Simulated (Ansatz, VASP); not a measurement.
# One calculation of PbSe, two programs

```
CELL_PARAMETERS angstrom
0.00000 3.06215 3.06215
3.06215 0.00000 3.06215
3.06215 3.06215 0.00000
ATOMIC_POSITIONS crystal
Pb 0.00000 0.00000 0.00000
Se 0.54082 0.54082 0.45918
```

Change from the starting cell: all Se atoms moved -0.250 Å, as atom 2 towards its neighbour atom 1 (Pb) at 3.062 Å.

Alike in both runs: task single point; functional r2SCAN; k mesh 10 × 10 × 10; occupations gaussian, width 0.05 eV; no spin polarisation.

```csv
,VASP,Ansatz
version,VASP 6.6.1,Ansatz 0.2.0
potentials or method,"VASP PAW PBE potentials, release 64 (Pb_d, Se), cutoff 520 eV","scalar-relativistic, plane waves, PAW"
valence electrons in the cell,20,30
```

```csv
,VASP,Ansatz,Ansatz less VASP
gap on the k mesh at the Fermi level (eV),0.98,0.97,-0.007
least direct gap on the mesh (eV),0.98,0.97,-0.007
pressure (GPa),2.4,2.4,-0.01
"traceless stress, the component that is largest in VASP (GPa)",1.74,1.72,-0.021
rms of the force components (eV/Å),0.193,0.188,-0.0053
```

VASP's potentials were made for PBE, not for r2SCAN. Atom by atom the forces differ by 0.005 eV/Å (rms over components). VASP's potentials hold 20 valence electrons a cell and Ansatz's 30, so a difference there can come from the potentials and not from the codes.

Spin-orbit coupling is off throughout.
